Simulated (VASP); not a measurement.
# MoS2 (P-3m1) in VASP: a series of runs

The runs below take MoS2 through single point, with r2SCAN.

Program: VASP 6.6.1. These are calculated values, not measurements. Logs are shortened: lines on timing, memory, paths and dates and some standing lists are left out, and cuts for length are marked.

## (1) The cell of the first run

Symmetry: P-3m1, No. 164, trigonal system. Conventional cell: a = 3.139 Å, b = 3.139 Å, c = 6.139 Å, α = 90.00°, β = 90.00°, γ = 120.00°. Mo (site symmetry -3m) has 6 S at 2.35 Å and 6 Mo at 3.14 Å within 3.2 Å. S (site symmetry 3m) has 3 Mo at 2.35 Å and 6 S at 3.14 Å within 3.2 Å.

## (2) Single point, r2SCAN

File POSCAR:

```
MoS2
1.0
    3.1389915331      0.0000000000      0.0000000000
   -1.5694957665      2.7184538505      0.0000000000
    0.0000000000      0.0000000000      6.1394377878
Mo S
1 2
Direct
    0.0000000000      0.0000000000      0.5000000000
    0.3333333333      0.6666666667      0.2553200000
    0.6666666667      0.3333333333      0.7446800000
```

File INCAR.step1:

```
SYSTEM = MoS2
ALGO = Normal
EDIFF = 1E-4
ENCUT = 520
GGA = PE
ISMEAR = 1
LASPH = .True.
LCHARG = .False.
LREAL = .False.
LWAVE = .True.
NBANDS = 20
NELM = 80
PREC = Accurate
SIGMA = 0.05
```

File INCAR.step2:

```
SYSTEM = MoS2
ALGO = Normal
EDIFF = 1E-7
ENCUT = 520
ISIF = 2
ISMEAR = 1
ISTART = 1
LASPH = .True.
LCHARG = .False.
LMIXTAU = .True.
LREAL = .False.
LWAVE = .False.
METAGGA = R2SCAN
NBANDS = 20
NELM = 80
PREC = Accurate
SIGMA = 0.05
```

File KPOINTS:

```
k-points
0
Gamma
  10 10 5
  0 0 0
```

Potentials or basis: VASP PAW PBE potentials, release 64 (Mo_sv, S).

Run with:

```
> cat potpaw_PBE.64/Mo_sv/POTCAR potpaw_PBE.64/S/POTCAR > POTCAR
> cp INCAR.step1 INCAR
> mpirun -np 1 vasp_std > vasp.out
> cp INCAR.step2 INCAR
> mpirun -np 1 vasp_std > vasp.out
```

OUTCAR:

```text
SYSTEM = MoS2
   EDIFF = 1E-7
   ENCUT = 520
   ISIF = 2
   ISMEAR = 1
   ISTART = 1
   LASPH = .True.
   LREAL = .False.
   METAGGA = R2SCAN
   NELM = 80
   PREC = Accurate

 ion  position               nearest neighbor table
   1  0.000  0.000  0.500-   2 2.35   3 2.35   3 2.35   2 2.35   3 2.35   2 2.35
   2  0.333  0.667  0.255-   1 2.35   1 2.35   1 2.35
   3  0.667  0.333  0.745-   1 2.35   1 2.35   1 2.35

  LATTYP: Found a hexagonal cell.
 ALAT       =     3.1389915331
 C/A-ratio  =     1.9558631245

  Lattice vectors:

 A1 = (   3.1389915331,   0.0000000000,   0.0000000000)
 A2 = (  -1.5694957665,   2.7184538505,   0.0000000000)
 A3 = (   0.0000000000,   0.0000000000,   6.1394377878)

Analysis of symmetry for initial positions (statically):
=====================================================================
 Subroutine PRICEL returns:
 Original cell was already a primitive cell.

 Routine SETGRP: Setting up the symmetry group for a
 hexagonal supercell.

 Subroutine GETGRP returns: Found 12 space group operations
 (whereof 12 operations were pure point group operations)
 out of a pool of 24 trial point group operations.

The static configuration has the point symmetry D_3d.

Analysis of symmetry for dynamics (positions and initial velocities):
=====================================================================
 Subroutine PRICEL returns:
 Original cell was already a primitive cell.

 Routine SETGRP: Setting up the symmetry group for a
 hexagonal supercell.

 Subroutine GETGRP returns: Found 12 space group operations
 (whereof 12 operations were pure point group operations)
 out of a pool of 24 trial point group operations.

The dynamic configuration has the point symmetry D_3d.

 Subroutine INISYM returns: Found 12 space group operations
 (whereof 12 operations are pure point group operations),
 and found     1 'primitive' translations

----------------------------------------------------------------------------------------

                                     Primitive cell

  volume of cell :      52.3891

  direct lattice vectors                    reciprocal lattice vectors
     3.138991533  0.000000000  0.000000000     0.318573653  0.183928081  0.000000000
    -1.569495767  2.718453850  0.000000000     0.000000000  0.367856162  0.000000000
     0.000000000  0.000000000  6.139437788     0.000000000  0.000000000  0.162881364

  length of vectors
     3.138991533  3.138997977  6.139437788     0.367856917  0.367856162  0.162881364

  position of ions in fractional coordinates (direct lattice)
     0.000000000  0.000000000  0.500000000
     0.333333333  0.666666667  0.255320000
     0.666666667  0.333333333  0.744680000

  ion indices of the primitive-cell ions
   primitive index   ion index
                 1           1
                 2           2
                 3           3

----------------------------------------------------------------------------------------

 KPOINTS: k-points

Automatic generation of k-mesh.
 Grid dimensions read from file:
 generate k-points for:   10   10    5

 Generating k-lattice:

  Cartesian coordinates                     Fractional coordinates (reciprocal lattice)
     0.031857365  0.018392808  0.000000000     0.100000000  0.000000000  0.000000000
     0.000000000  0.036785616  0.000000000     0.000000000  0.100000000  0.000000000
     0.000000000  0.000000000  0.032576273     0.000000000  0.000000000  0.200000000

  Length of vectors
     0.036785692  0.036785616  0.032576273

  Shift w.r.t. Gamma in fractional coordinates (k-lattice)
     0.000000000  0.000000000  0.000000000

 Subroutine IBZKPT returns following result:
 ===========================================

 Found     58 irreducible k-points:

 Following reciprocal coordinates:
            Coordinates               Weight
  0.000000  0.000000  0.000000      1.000000
  0.100000  0.000000  0.000000      6.000000
  0.200000  0.000000  0.000000      6.000000
  0.300000  0.000000  0.000000      6.000000
  0.400000 -0.000000  0.000000      6.000000
  0.500000  0.000000  0.000000      3.000000
[... 16 lines left out ...]
  0.000000  0.400000  0.200000      6.000000
  0.500000  0.000000  0.200000      6.000000
 [... further k-points ...]
   k-points           NKPTS =     58   k-points in BZ     NKDIM =     58   number of bands    NBANDS=     20
   number of dos      NEDOS =    301   number of ions     NIONS =      3
   total plane-waves  NPLWV =  27648
   dimension x,y,z NGX =    24 NGY =   24 NGZ =   48
   dimension x,y,z NGXF=    48 NGYF=   48 NGZF=   96
   ions per type =               1   2
   NGX,Y,Z   is equivalent  to a cutoff of  12.71, 12.71, 13.00 a.u.
   NGXF,Y,Z  is equivalent  to a cutoff of  25.42, 25.42, 26.00 a.u.
 SYSTEM =  MoS2
   PREC   = accura    normal or accurate (medium, high low for compatibility)
   ISTART =      1    job   : 0-new  1-cont  2-samecut
   ICHARG =      0    charge: 1-file 2-atom 10-const
   ISPIN  =      1    spin polarized calculation?
   LNONCOLLINEAR =      F non collinear calculations
   LSORBIT =      F    spin-orbit coupling
   LASPH  =      T    aspherical Exc in radial PAW
   ENCUT  =  520.0 eV  38.22 Ry    6.18 a.u.   5.84  5.84 11.42*2*pi/ulx,y,z
   NELM   =     80;   NELMIN=  2; NELMDL=  0     # of ELM steps
   EDIFF  = 0.1E-06   stopping-criterion for ELM
   LREAL  =      F    real-space projection
   EDIFFG = 0.1E-05   stopping-criterion for IOM
   NSW    =      0    number of steps for IOM
   IBRION =     -1    ionic relax: 0-MD 1-quasi-New 2-CG
   NFREE  =      0    steps in history (QN), initial steepest desc. (CG)
   ISIF   =      2    stress and relaxation
   ISYM   =      2    0-nonsym 1-usesym 2-fastsym
   POTIM  = 0.5000    time-step for ionic-motion
   TEBEG  =    0.0;   TEEND  =   0.0 temperature during run
   PSTRESS=    0.0 pullay stress
   NELECT =      26.0000    total number of electrons
   NUPDOWN=      -1.0000    fix difference up-down
   EMIN   =  10.00;   EMAX   =-10.00  energy-range for DOS
   EFERMI =   0.00;   METHOD = LEGACY
   ISMEAR =     1;   SIGMA  =   0.05  broadening in eV -4-tet -1-fermi 0-gaus
   EFERMI_NEDOS =   21; number of points for ismear=-14 and -15
   IALGO  =     38    algorithm
   IMIX   =      4    mixing-type and parameters
     AMIX     =   0.40;   BMIX     =  1.00
     AMIX_MAG =   1.60;   BMIX_MAG =  1.00
  volume/ion in A,a.u.               =      17.46       117.85
  Fermi-wavevector in a.u.,A,eV,Ry     =   1.296141  2.449352 22.857549  1.679982
  Thomas-Fermi vector in A             =   2.427617
   LORBIT       =      0    0 simple, 1 ext, 2 COOP (PROOUT), +10 PAW based schemes
   METAGGA = R2SCAN    functional components
   LHFCALC =     F    Hartree Fock is set to
   AEXX    =    0.0000 exact exchange contribution
   IVDW    =     0    specifies the selected vdW correction
   LEPSILON=     F    determine dielectric tensor
   LRPA    =     F    only Hartree local field effects (RPA)
 non-spin polarized calculation
 Methfessel and Paxton  Order N= 1 SIGMA  =   0.05
  energy-cutoff  :      520.00
  volume of cell :       52.39
 maximum number of plane-waves:      1422
   NGX = 11   NGY = 11   NGZ = 23

 number of electron      26.0000001 magnetization

 Free energy of the ion-electron system (eV)
  ---------------------------------------------------
  ext. energy  EPLUGINS =         0.00000000
  ---------------------------------------------------
  free energy    TOTEN  =       -43.97481947 eV

  energy without entropy =      -43.97513150  energy(sigma->0) =      -43.97492348

 E-fermi :   8.0765     XC(G=0): -11.5475

 val. band max:        7.9785406257   @ k =   0.2000   0.2000   0.4000
 cond. band min:       8.0847669974   @ k =   0.1000   0.0000   0.2000
 fundamental gap:      0.1062263716
 Fermi energy:         8.0764807059

 k-point     1 :       0.0000    0.0000    0.0000
  band No.  band energies     occupation
      1     -55.8324      2.00000
      2     -29.2249      2.00000
      3     -29.0940      2.00000
      4     -29.0940      2.00000
      5      -8.2210      2.00000
      6      -6.4401      2.00000
[... 12 lines left out ...]
     19      15.6134      0.00000
     20      18.0051      0.00000

 k-point     2 :       0.1000    0.0000    0.0000
  band No.  band energies     occupation
      1     -55.8275      2.00000
      2     -29.2151      2.00000
      3     -29.1411      2.00000
      4     -29.1046      2.00000
      5      -8.0423      2.00000
      6      -6.4149      2.00000
[... 12 lines left out ...]
     19      16.0589      0.00000
     20      17.6454      0.00000

 k-point     3 :       0.2000    0.0000    0.0000
  band No.  band energies     occupation
      1     -55.8146      2.00000
      2     -29.2630      2.00000
      3     -29.1888      2.00000
      4     -29.1322      2.00000
      5      -7.5458      2.00000
      6      -6.3443      2.00000
[... 12 lines left out ...]
     19      16.8241      0.00000
     20      17.4871      0.00000

 k-point     4 :       0.3000    0.0000    0.0000
  band No.  band energies     occupation
      1     -55.7987      2.00000
      2     -29.4104      2.00000
      3     -29.1660      2.00000
      4     -29.1565      2.00000
      5      -6.8881      2.00000
      6      -6.2028      2.00000
[... 12 lines left out ...]
     19      15.8931      0.00000
     20      16.6764      0.00000

 k-point     5 :       0.4000   -0.0000    0.0000
  band No.  band energies     occupation
      1     -55.7857      2.00000
      2     -29.5274      2.00000
      3     -29.1932      2.00000
      4     -29.1302      2.00000
      5      -6.5026      2.00000
      6      -5.7945      2.00000
[... 12 lines left out ...]
     19      15.4698      0.00000
     20      16.4347      0.00000
[... 353 lines left out ...]
      6      -6.3265      2.00000
[... 12 lines left out ...]
     19      16.2710      0.00000
     20      16.5777      0.00000

 k-point    22 :       0.4000   -0.0000    0.2000
  band No.  band energies     occupation
      1     -55.7857      2.00000
      2     -29.5274      2.00000
      3     -29.1932      2.00000
      4     -29.1302      2.00000
      5      -6.5667      2.00000
      6      -5.6994      2.00000
[... 12 lines left out ...]
     19      14.8954      0.00000
     20      17.4819      0.00000

 k-point    23 :       0.0000    0.4000    0.2000
  band No.  band energies     occupation
      1     -55.7857      2.00000
      2     -29.5274      2.00000
      3     -29.1933      2.00000
      4     -29.1302      2.00000
      5      -6.4681      2.00000
      6      -5.8415      2.00000
[... 12 lines left out ...]
     19      15.1611      0.00000
     20      16.3596      0.00000

 k-point    24 :       0.5000    0.0000    0.2000
  band No.  band energies     occupation
      1     -55.7808      2.00000
      2     -29.5716      2.00000
      3     -29.2036      2.00000
      4     -29.1201      2.00000
      5      -6.4641      2.00000
      6      -5.4503      2.00000
[... 12 lines left out ...]
     19      15.1909      0.00000
     20      16.2914      0.00000

 [... further k-points ...]

------------------------ aborting loop because EDIFF is reached ----------------------------------------

  FORCE on cell =-STRESS in cart. coord.  units (eV):
  Direction    XX          YY          ZZ          XY          YZ          ZX
  --------------------------------------------------------------------------------------
  -------------------------------------------------------------------------------------
  Total        4.2362921      4.2363153      5.0590263      0.0000000     -0.0000000      0.0000000
  in kB      129.5554734    129.5561826    154.7165612      0.0000000     -0.0000000      0.0000000
  external PRESSURE =     137.9427391 kB  Pullay stress =       0.0000000 kB

 VOLUME and BASIS-vectors are now :
 -----------------------------------------------------------------------------
  energy-cutoff  :      520.00
  volume of cell :       52.39
      direct lattice vectors                 reciprocal lattice vectors
     3.138991533  0.000000000  0.000000000     0.318573653  0.183928081  0.000000000
    -1.569495767  2.718453850  0.000000000     0.000000000  0.367856162  0.000000000
     0.000000000  0.000000000  6.139437788     0.000000000  0.000000000  0.162881364

 POSITION                                       TOTAL-FORCE (eV/Angst)
 -----------------------------------------------------------------------------------
      0.00000      0.00000      3.06972         0.000000      0.000000     -0.000000
     -0.00000      1.81230      1.56752         0.000000      0.000000     -1.596398
      1.56950      0.90615      4.57192        -0.000000      0.000000      1.596398
 -----------------------------------------------------------------------------------
    total drift:                                0.000000      0.000000      0.000000

  FREE ENERGIE OF THE ION-ELECTRON SYSTEM (eV)
  ---------------------------------------------------
  free  energy   TOTEN  =       -43.9748194653 eV

  energy  without entropy=      -43.9751315024  energy(sigma->0) =      -43.97492348
```

Wall time 4 min (1 thread of Intel Xeon 8259CL, shared host); peak memory 0.21 GiB.

What came out:

```yaml
Free_energy: -43.9748 eV
Pressure: 13.8 GPa
Largest_force: 1.596 eV/Å
Band_gap_on_the_k_mesh: zero (bands 13 and 14 overlap by 0.93 eV)
```

Forces on the atoms (eV/Å):
```
Mo   0.000  0.000  0.000
S    0.000  0.000 -1.596
S    0.000  0.000  1.596
```

Levels at points of the mesh, in eV from the Fermi level:
```
           k point  band 9  band 10  band 11  band 12  band 13  band 14  band 15  band 16  band 17  band 18
(0.00, 0.00, 0.00)   -4.82    -2.27    -1.44    -1.30    -1.30    -0.50    -0.50     3.56     3.56     6.51
(0.50, 0.00, 0.00)   -5.57    -4.90    -3.76    -2.15    -2.09     1.01     1.90     4.07     4.18     5.92
```

Caveat: the cell stands under pressure; the PAW data sets were made with another functional, which shifts forces and pressure a little.

## (3) Single point, r2SCAN

This run uses another cell than the first one, of 17.97 Å³/atom.

File POSCAR:

```
MoS2
1.0
    3.1690315548      0.0000000000      0.0000000000
   -1.5845157774      2.7444693437      0.0000000000
    0.0000000000      0.0000000000      6.1981919587
Mo S
1 2
Direct
    0.0000000000      0.0000000000      0.5000000000
    0.3333333333      0.6666666667      0.2553200000
    0.6666666667      0.3333333333      0.7446800000
```

File INCAR.step1:

```
SYSTEM = MoS2
  PREC = Accurate
  ENCUT = 520
  ISMEAR = 1
  SIGMA = 0.05
  LREAL = .False.
  LASPH = .True.
  NELM = 80
  NBANDS = 20
  GGA = PE
  ALGO = Normal
  EDIFF = 1E-4
  LWAVE = .True.
  LCHARG = .False.
```

File INCAR.step2:

```
SYSTEM = MoS2
  PREC = Accurate
  ENCUT = 520
  EDIFF = 1E-7
  ISMEAR = 1
  SIGMA = 0.05
  LREAL = .False.
  LASPH = .True.
  NELM = 80
  ALGO = Normal
  ISIF = 2
  LWAVE = .False.
  LCHARG = .False.
  METAGGA = R2SCAN
  LMIXTAU = .True.
  NBANDS = 20
  ISTART = 1
```

File KPOINTS:

```
regular mesh
0
Gamma
  10 10 5
  0 0 0
```

Potentials or basis: VASP PAW PBE potentials, release 64 (Mo_sv, S).

Run with:

```
> cat potpaw_PBE.64/Mo_sv/POTCAR potpaw_PBE.64/S/POTCAR > POTCAR
> cp INCAR.step1 INCAR
> mpirun -np 1 vasp_std > vasp.out
> cp INCAR.step2 INCAR
> mpirun -np 1 vasp_std > vasp.out
```

It took 4.2 min on 1 thread of Intel Xeon 8259CL, shared host; peak memory 0.21 GiB.

The run converged. Its results:

| Property | Result |
| --- | --- |
| Free energy | -44.0805 eV |
| Pressure | 8.5 GPa |
| Largest force | 1.044 eV/Å |
| Band gap on the k mesh | zero (bands 13 and 14 overlap by 0.93 eV) |

Forces in eV/Å, atoms in the order of the input:
```
Mo   0.000  0.000  0.000
S    0.000  0.000 -1.044
S    0.000  0.000  1.044
```

Stress tensor (GPa, compression positive):
```
7.88 0.00 0.00
0.00 7.88 0.00
0.00 0.00 9.85
```

Levels at points of the mesh, in eV from the Fermi level:
```
           k point  band 11  band 12  band 13  band 14  band 15  band 16
(0.00, 0.00, 0.00)    -1.33    -1.22    -1.22    -0.50    -0.50     3.46
(0.50, 0.00, 0.00)    -3.67    -2.11    -2.01     0.98     1.85     3.94
```

Caveat: the cell stands under pressure; the PAW data sets were made with another functional, which shifts forces and pressure a little.

(Part 1 of 2 ends here.)
